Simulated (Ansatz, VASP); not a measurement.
Ag: VASP beside Ansatz

```
Ag
1.0
     1.47305    0.85046    7.20465
    -1.47305    0.85046    7.20465
     0.00000   -1.70093    7.20465
Ag
3
Direct
  0.00000 0.00000 0.00000
  0.77772 0.77772 0.77772
  0.22228 0.22228 0.22228
```

Alike in both runs: task single point; functional PBEsol; k mesh 18 × 18 × 18; occupations gaussian, width 0.1 eV; no spin polarisation.

|  | VASP | Ansatz |
| --- | --- | --- |
| version | VASP 6.6.1 | Ansatz 0.2.0 |
| potentials or method | VASP PAW PBE potentials, release 64 (Ag), cutoff 520 eV | scalar-relativistic, plane waves, PAW |
| valence electrons in the cell | 33 | 57 |

|  | VASP | Ansatz | Ansatz less VASP |
| --- | --- | --- | --- |
| gap on the k mesh at the Fermi level (eV) | none | none | - |
| pressure (GPa) | -7.5 | -7.5 | +0.08 |

VASP's potentials were made for PBE, not for PBEsol. A gap of «none» marks a metal or a gap that the smearing closes. VASP's potentials hold 33 valence electrons a cell and Ansatz's 57, so a difference there can come from the potentials and not from the codes.
